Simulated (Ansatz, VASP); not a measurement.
One calculation of AlN, two programs

```
Al N
1.0
     0.00000    1.96138    1.96138
     1.96138    0.00000    1.96138
     1.96138    1.96138    0.00000
Al N
1 1
Direct
  0.00000 0.00000 0.00000
  0.50000 0.50000 0.50000
```

Change from the starting cell: volume scaled by 0.975.

Alike in both runs: task single point; functional PBE; k mesh 10 × 10 × 10; occupations fermi-dirac, width 0.02 eV; no spin polarisation.

|  | VASP | Ansatz |
| --- | --- | --- |
| version | VASP 6.6.1 | Ansatz 0.2.0 |
| potentials or method | VASP PAW PBE potentials, release 64 (Al, N), cutoff 600 eV | all-electron LAPW, scalar-relativistic |

|  | VASP | Ansatz | Ansatz less VASP |
| --- | --- | --- | --- |
| gap on the k mesh at the Fermi level (eV) | 5.13 | 5.14 | +0.002 |
| pressure (GPa) | 34.3 | 34.7 | +0.40 |

Both programs put the cell under a high pressure, so it lies far from rest at this level. Ansatz ran all-electron here, and VASP with PAW potentials.
